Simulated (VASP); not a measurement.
Runs of VASP 6.6.1 on TiIn4. The structure is that of space group Pm-3m (No. 221), or close to it. The cells are those of the table. The cell was generated, and may not be a known phase.

```tsv
task	spin	cell	cutoff (eV)	gap on the mesh (eV)	pressure (GPa)
single point	off	a = 5.414 Å, 5 atoms	520	none	0.3
single point	off	a = 5.115 Å, 5 atoms	520	none	8.5
relaxation of cell and atoms	off	relaxed from a = 5.115 Å, 5 atoms	600	none	0.0
single point	collinear	a = 5.414 Å, 5 atoms	520	none	(a)
```

Alike in all rows: level PBE; potentials or basis VASP PAW PBE potentials, release 64 (Ti_sv, In_d); k mesh 4 × 4 × 4; smearing gaussian 0.1 eV.

Q: Fill in the values left out.

A: (a) 0.6.

Caveats: spin-orbit coupling is left out, which moves the levels of the heavy elements; the cell stands under pressure (at least some runs).

A k mesh can miss the band edges, and the runs leave out spin-orbit coupling on In.

A gap of «none» marks levels without a gap at the run's occupations.
